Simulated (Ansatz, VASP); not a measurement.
One calculation of Br, two programs

INCAR

```
SYSTEM = Br
PREC = Accurate
ENCUT = 520
EDIFF = 1E-7
ISMEAR = -1
SIGMA = 0.08
LREAL = .False.
LASPH = .True.
NELM = 60
ALGO = Normal
ISIF = 2
LWAVE = .False.
LCHARG = .False.
NBANDS = 14
```

File KPOINTS:

```
regular mesh
0
Gamma
  11 11 11
  0 0 0
```

File POSCAR:

```
Br
1.0
    0.0000000000      2.7561564780      2.7561564780
    2.7561564780      0.0000000000      2.7561564780
    2.7561564780      2.7561564780      0.0000000000
Br
2
Direct
   -0.1250000000     -0.1250000000     -0.1250000000
    0.1250000000      0.1250000000      0.1250000000
```

Input for Ansatz:

```yaml
crystal:
  lattice:
    - [0.0, 2.756156478, 2.756156478]
    - [2.756156478, 0.0, 2.756156478]
    - [2.756156478, 2.756156478, 0.0]
  atoms:
    - { symbol: Br, position: [-0.125, -0.125, -0.125] }
    - { symbol: Br, position: [0.125, 0.125, 0.125] }
kpoints:
  mp_grid: { grid: [11, 11, 11] }
scf:
  occupations: { method: fermi_dirac, width: 0.08 }
hamiltonian:
  xc: lda
  pseudopotentials: { kind: paw }
output:
  forces: true
  stress: true
  eigenvalues: true
  populations: true
```

Change from the starting cell: volume scaled by 0.55, PAW files.

Alike in both runs: task single point; functional LDA; k mesh 11 × 11 × 11; occupations fermi-dirac, width 0.08 eV; no spin polarisation.

```csv
,VASP,Ansatz
version,VASP 6.6.1,Ansatz 0.2.0
potentials or method,"VASP PAW LDA potentials, release 64 (Br)","PAW with Ansatz's default frozen-core files, scalar-relativistic"
plane-wave cutoff (eV),520,420
valence electrons in the cell,14,14
```

```tsv
	VASP	Ansatz	Ansatz less VASP
pressure (GPa)	48.7	48.4	-0.26
```

LDA's correlation is that of Perdew and Zunger in VASP and of Perdew and Wang (1992) in Ansatz. Both programs put the cell under a high pressure, so it lies far from rest at this level.
